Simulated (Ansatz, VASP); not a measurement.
## Nb in VASP and in Ansatz

File INCAR:

```
SYSTEM = Nb
ALGO = Fast ; EDIFF = 1E-7
ENCUT = 520 ; GGA = PS
ISIF = 2 ; ISMEAR = 0
LASPH = .True. ; LCHARG = .False.
LREAL = .False. ; LWAVE = .False.
NBANDS = 12 ; NELM = 60
PREC = Accurate ; SIGMA = 0.15
```

The input KPOINTS:

```
k-points
0
Gamma
  22 22 22
  0 0 0
```

Contents of POSCAR:

```
Nb
1.0
   -0.8804519935      1.7609039869      1.7609039869
    1.7609039869     -0.8804519935      1.7609039869
    1.7609039869      1.7609039869     -0.8804519935
Nb
1
Direct
    0.0000000000      0.0000000000      0.0000000000
```

Input for Ansatz:

```yaml
crystal:
  lattice:
    - [-0.8804519935, 1.7609039869, 1.7609039869]
    - [1.7609039869, -0.8804519935, 1.7609039869]
    - [1.7609039869, 1.7609039869, -0.8804519935]
  atoms:
    - { symbol: Nb, position: [0.0, 0.0, 0.0] }
basis:
  ecutwfc: 420
kpoints:
  mp_grid: { grid: [22, 22, 22] }
hamiltonian:
  xc: pbesol
scf:
  occupations: { method: gaussian, width: 0.15 }
output:
  forces: true
  stress: true
  eigenvalues: true
```

Alike in both runs: task single point; functional PBEsol; k mesh 22 × 22 × 22; occupations gaussian, width 0.15 eV; no spin polarisation.

```csv
,VASP,Ansatz
version,VASP 6.6.1,Ansatz 0.2.0
potentials or method,"VASP PAW PBE potentials, release 64 (Nb_sv), cutoff 520 eV","scalar-relativistic, plane waves, PAW"
valence electrons in the cell,13,13
```

VASP gave:

| Item | Value |
| --- | --- |
| gap on the k mesh at the Fermi level (eV) | none |
| pressure (GPa) | 7.4 |

**Question.** Which values does Ansatz return?

**Answer.** gap on the k mesh at the Fermi level (eV): none; pressure (GPa): 7.5.

VASP's potentials were made for PBE, not for PBEsol. A gap of «none» marks a metal or a gap that the smearing closes. The functional is the same, so the differences come from potentials, cutoffs and numerics.
